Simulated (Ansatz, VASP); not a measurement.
# MgO in VASP and in Ansatz

```
CELL_PARAMETERS angstrom
3.52124 0.00000 0.00000
-1.76062 3.01929 0.00000
0.00000 0.00000 4.17804
ATOMIC_POSITIONS crystal
Mg 0.66667 0.33333 0.75000
Mg 0.33333 0.66667 0.25000
O 0.66667 0.33333 0.25000
O 0.33333 0.66667 0.75000
```

Change from the starting cell: strain +0.0100 x Voigt [1, 0, 0, 0, 0, 0], atoms carried along.

Alike in both runs: task single point; functional LDA; k mesh 6 × 6 × 6; occupations gaussian, width 0.05 eV; no spin polarisation.

|  | VASP | Ansatz |
| --- | --- | --- |
| version | VASP 6.6.1 | Ansatz 0.2.0 |
| potentials or method | VASP PAW LDA potentials, release 64 (Mg, O), cutoff 520 eV | scalar-relativistic, plane waves, PAW |
| valence electrons in the cell | 16 | 32 |

VASP gave:

```
gap on the k mesh at the Fermi level (eV)                     : 3.29
least direct gap on the mesh (eV)                             : 3.29
pressure (GPa)                                                : -6.9
traceless stress, the component that is largest in VASP (GPa) : -1.06
rms of the force components (eV/Å)                            : 0.043
```

**Question.** What did Ansatz give for the same quantities?

**Answer.** gap on the k mesh at the Fermi level (eV): 3.29; least direct gap on the mesh (eV): 3.29; pressure (GPa): -5.2; traceless stress, the component that is largest in VASP (GPa): -0.96; rms of the force components (eV/Å): 0.042.

LDA's correlation is that of Perdew and Zunger in VASP and of Perdew and Wang (1992) in Ansatz. Atom by atom the forces differ by 0.001 eV/Å (rms over components). VASP's potentials hold 16 valence electrons a cell and Ansatz's 32, so a difference there can come from the potentials and not from the codes.
